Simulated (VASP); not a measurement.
# Mg2Sn (Fm-3m) in VASP: single point with r2SCAN

Aim: the single point of Mg2Sn with r2SCAN.

Everything below comes from runs of VASP 6.6.1. Logs are shortened: lines on timing, memory, paths and dates and some standing lists are left out, and cuts for length are marked.

## 1. The cell of the first run

It takes space group Fm-3m (No. 225, cubic). The conventional cell has a = 7.030 Å, b = 7.030 Å, c = 7.030 Å, α = 90.00°, β = 90.00°, γ = 90.00°. Within 4.0 Å of Sn (site symmetry m-3m) lie 8 Mg at 3.04 Å. Within 4.0 Å of Mg (site symmetry -43m) lie 4 Sn at 3.04 Å and 6 Mg at 3.52 Å.

## 2. Single point, r2SCAN, non-collinear spin, zero start, spin-orbit coupling (strain +4.0%)

POSCAR reads:

```
Mg2Sn
1.0
    0.0000000000      3.5151326934      3.5151326934
    3.5151326934      0.0000000000      3.5151326934
    3.5151326934      3.5151326934      0.0000000000
Sn Mg
1 2
Direct
    0.0000000000      0.0000000000      0.0000000000
    0.2500000000      0.2500000000      0.2500000000
    0.7500000000      0.7500000000      0.7500000000
```

INCAR.step1 reads:

```
  PREC = Accurate
  ENCUT = 660
  ISMEAR = -1
  SIGMA = 0.02
  LREAL = F
  LASPH = T
  NELM = 200
  LNONCOLLINEAR = T
  MAGMOM = 0 0 0 0 0 0 0 0 0
  LSORBIT = T
  GGA_COMPAT = F
  NBANDS = 31
  GGA = PE
  ALGO = Normal
  EDIFF = 1E-5
  LWAVE = T
  LCHARG = F
```

INCAR.step2 reads:

```
  PREC = Accurate
  ENCUT = 660
  EDIFF = 1E-6
  ISMEAR = -1
  SIGMA = 0.02
  LREAL = F
  LASPH = T
  NELM = 200
  ALGO = Normal
  ISIF = 2
  LWAVE = F
  LCHARG = F
  LNONCOLLINEAR = T
  MAGMOM = 0 0 0 0 0 0 0 0 0
  LORBIT = 11
  LSORBIT = T
  GGA_COMPAT = F
  LORBMOM = T
  METAGGA = R2SCAN
  LMIXTAU = T
  NBANDS = 31
  ISTART = 1
```

KPOINTS reads:

```
Automatic mesh
0
Gamma
  6 6 6
```

Potentials or basis: VASP PAW PBE potentials, release 64 (Sn_d, Mg).

Launch:

```sh
$ cat potpaw_PBE.64/Sn_d/POTCAR potpaw_PBE.64/Mg/POTCAR > POTCAR
$ cp INCAR.step1 INCAR
$ mpirun -np 1 vasp_ncl > vasp.out
$ cp INCAR.step2 INCAR
$ mpirun -np 1 vasp_ncl > vasp.out
```

OUTCAR:

```text
PREC = Accurate
   ENCUT = 660
   EDIFF = 1E-6
   ISMEAR = -1
   LREAL = F
   LASPH = T
   NELM = 200
   ISIF = 2
   LNONCOLLINEAR = T
   LORBIT = 11
   LSORBIT = T
   METAGGA = R2SCAN
   ISTART = 1

 ion  position               nearest neighbor table
   1  0.000  0.000  0.000-   3 3.04   3 3.04   3 3.04   2 3.04   3 3.04   2 3.04   2 3.04   2 3.04

   2  0.250  0.250  0.250-   1 3.04   1 3.04   1 3.04   1 3.04   3 3.52   3 3.52   3 3.52   3 3.52
                             3 3.52   3 3.52
   3  0.750  0.750  0.750-   1 3.04   1 3.04   1 3.04   1 3.04   2 3.52   2 3.52   2 3.52   2 3.52
                             2 3.52   2 3.52

  LATTYP: Found a face centered cubic cell.
 ALAT       =     7.0302653868

  Lattice vectors:

 A1 = (   0.0000000000,   3.5151326934,   3.5151326934)
 A2 = (   3.5151326934,   0.0000000000,   3.5151326934)
 A3 = (   3.5151326934,   3.5151326934,   0.0000000000)

Analysis of symmetry for initial positions (statically):
=====================================================================
 Subroutine PRICEL returns:
 Original cell was already a primitive cell.

 Routine SETGRP: Setting up the symmetry group for a
 face centered cubic supercell.

 Subroutine GETGRP returns: Found 48 space group operations
 (whereof 48 operations were pure point group operations)
 out of a pool of 48 trial point group operations.

The static configuration has the point symmetry O_h .

Analysis of symmetry for dynamics (positions and initial velocities):
=====================================================================
 Subroutine PRICEL returns:
 Original cell was already a primitive cell.

 Routine SETGRP: Setting up the symmetry group for a
 face centered cubic supercell.

 Subroutine GETGRP returns: Found 48 space group operations
 (whereof 48 operations were pure point group operations)
 out of a pool of 48 trial point group operations.

The dynamic configuration has the point symmetry O_h .

Analysis of structural, dynamic, and magnetic symmetry:
=====================================================================
 Subroutine PRICEL returns:
 Original cell was already a primitive cell.

 Routine SETGRP: Setting up the symmetry group for a
 face centered cubic supercell.

 Subroutine GETGRP returns: Found 48 space group operations
 (whereof 48 operations were pure point group operations)
 out of a pool of 48 trial point group operations.

The overall configuration has the point symmetry O_h .

 Subroutine INISYM returns: Found 48 space group operations
[... 696 lines left out ...]
      0.00000      0.00000      0.00000        -0.000000     -0.000000     -0.000000
      1.75757      1.75757      1.75757         0.000000     -0.000000     -0.000000
      5.27270      5.27270      5.27270         0.000000      0.000000      0.000000
 -----------------------------------------------------------------------------------
    total drift:                               -0.000000      0.000000      0.000000

  FREE ENERGIE OF THE ION-ELECTRON SYSTEM (eV)
  ---------------------------------------------------
  free  energy   TOTEN  =       -33.7113182871 eV

  energy  without entropy=      -33.7109556445  energy(sigma->0) =      -33.71113697

 orbital moment (x)

 # of ion     p       d       tot
 ----------------------------------------
  1         0.000   0.000   0.000
  2        -0.000  -0.000  -0.000
  3        -0.000  -0.000  -0.000
 ----------------------------------------
           -0.000  -0.000  -0.000

 orbital moment (y)

 # of ion     p       d       tot
 ----------------------------------------
  1        -0.000  -0.000  -0.000
  2         0.000   0.000   0.000
  3         0.000   0.000   0.000
 ----------------------------------------
            0.000   0.000   0.000

 orbital moment (z)

 # of ion     p       d       tot
 ----------------------------------------
  1         0.000   0.000   0.000
  2         0.000  -0.000  -0.000
  3         0.000  -0.000  -0.000
 ----------------------------------------
            0.000   0.000   0.000

 Spin-Orbit-Coupling matrix elements

 Ion:    1  E_soc:     -0.1083246
 l=   1
     0.0000000    -0.0118305    -0.0118305
    -0.0118305     0.0000000    -0.0118305
    -0.0118305    -0.0118305     0.0000000
 l=   2
     0.0000000    -0.0012515     0.0000000    -0.0012515    -0.0049721
    -0.0012515     0.0000000    -0.0037291    -0.0012515    -0.0012430
     0.0000000    -0.0037291     0.0000000    -0.0037291     0.0000000
    -0.0012515    -0.0012515    -0.0037291     0.0000000    -0.0012430
    -0.0049721    -0.0012430     0.0000000    -0.0012430     0.0000000
 l=   3
     0.0000000     0.0000000     0.0000000     0.0000000     0.0000000     0.0000000     0.0000000
     0.0000000     0.0000000     0.0000000     0.0000000     0.0000000     0.0000000     0.0000000
     0.0000000     0.0000000     0.0000000     0.0000000     0.0000000     0.0000000     0.0000000
     0.0000000     0.0000000     0.0000000     0.0000000     0.0000000     0.0000000     0.0000000
[... 29 lines left out ...]
 l=   2
     0.0000000     0.0000000     0.0000000     0.0000000     0.0000000
     0.0000000     0.0000000     0.0000000     0.0000000     0.0000000
     0.0000000     0.0000000     0.0000000     0.0000000     0.0000000
     0.0000000     0.0000000     0.0000000     0.0000000     0.0000000
     0.0000000     0.0000000     0.0000000     0.0000000     0.0000000
 l=   3
     0.0000000     0.0000000     0.0000000     0.0000000     0.0000000     0.0000000     0.0000000
     0.0000000     0.0000000     0.0000000     0.0000000     0.0000000     0.0000000     0.0000000
     0.0000000     0.0000000     0.0000000     0.0000000     0.0000000     0.0000000     0.0000000
     0.0000000     0.0000000     0.0000000     0.0000000     0.0000000     0.0000000     0.0000000
     0.0000000     0.0000000     0.0000000     0.0000000     0.0000000     0.0000000     0.0000000
     0.0000000     0.0000000     0.0000000     0.0000000     0.0000000     0.0000000     0.0000000
     0.0000000     0.0000000     0.0000000     0.0000000     0.0000000     0.0000000     0.0000000

 total charge

# of ion       s       p       d       tot
------------------------------------------
    1        1.091   1.419   9.911  12.421
    2        0.161   0.107   0.014   0.282
    3        0.161   0.107   0.014   0.282
--------------------------------------------------
tot          1.414   1.632   9.938  12.984

 magnetization (x)

# of ion       s       p       d       tot
------------------------------------------
    1       -0.000   0.000   0.000  -0.000
    2        0.000   0.000   0.000   0.000
    3        0.000   0.000   0.000   0.000
--------------------------------------------------
tot          0.000   0.000   0.000   0.000

 magnetization (y)

# of ion       s       p       d       tot
------------------------------------------
    1       -0.000   0.000   0.000  -0.000
    2        0.000   0.000   0.000   0.000
    3        0.000   0.000   0.000   0.000
--------------------------------------------------
tot         -0.000   0.000   0.000  -0.000

 magnetization (z)

# of ion       s       p       d       tot
------------------------------------------
    1       -0.000   0.000   0.000  -0.000
    2        0.000   0.000  -0.000  -0.000
    3        0.000   0.000  -0.000  -0.000
--------------------------------------------------
tot         -0.000   0.000  -0.000  -0.000
```

It took 14 min on 1 thread of Intel Xeon Platinum 8259CL at 2.50GHz (Skylake/Cascade Lake), shared host; peak memory 0.71 GiB.

Results:

| Item | Value |
| --- | --- |
| Free energy | -33.7113 eV |
| Pressure | -4.4 GPa |
| Net moment | 0.00 μB per cell |
| Valence electrons inside the program's atomic spheres | Sn 12.42; Mg 0.28 |

Moments on the atoms (μB; x, y, z):
```
Sn  0.00 0.00 0.00
Mg  0.00 0.00 0.00
Mg  0.00 0.00 0.00
```

Caveat: the cell differs from its parent crystal (strain +4.0%); the cell stands under tension; the PAW data sets were made with another functional, which shifts forces and pressure a little.
